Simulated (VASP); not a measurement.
Write the native input for VASP 6.6.1 that does the following.

```
Task                   : single point
Functional             : LDA
Potentials or basis    : VASP PAW LDA potentials, release 64 (P)
Cutoff                 : 520 eV
k mesh                 : 16 × 16 × 16
Occupations            : fermi-dirac, width 0.1 eV
Spin                   : no spin polarisation
Dipole correction      : no
Further INCAR settings : ALGO = Normal; EDIFF = 1e-06; NBANDS = 8
```

The structure of P lies in POSCAR:

```
P
1.0
   -1.5034118968      1.5034118968      1.5034118968
    1.5034118968     -1.5034118968      1.5034118968
    1.5034118968      1.5034118968     -1.5034118968
P
1
Direct
    0.0000000000      0.0000000000      0.0000000000
```

This isn't the form of P at room conditions, which is orthorhombic.

These files were run (other wordings do the same):

INCAR

```
  PREC = Accurate
  ENCUT = 520
  EDIFF = 1E-6
  ISMEAR = -1
  SIGMA = 0.1
  LREAL = F
  LASPH = T
  NELM = 80
  ALGO = Normal
  ISIF = 2
  LWAVE = F
  LCHARG = F
  GGA = CA
  NBANDS = 8
```

KPOINTS

```
regular mesh
0
Gamma
  16 16 16
```

Potentials or basis: VASP PAW LDA potentials, release 64 (P).

The run is started by

```console
$ cat potpaw_LDA.64/P/POTCAR > POTCAR
$ mpirun -np 1 vasp_std > vasp.out
```

Results of the run:

The pressure is -0.2 GPa and the band gap on the k mesh is zero (an odd number of electrons rules out a gap without spin polarisation).

Run time: 4.7 s on 1 thread of AMD EPYC 9R45 96-Core Processor (Zen 5), with other jobs on the host, peak memory 0.09 GiB.
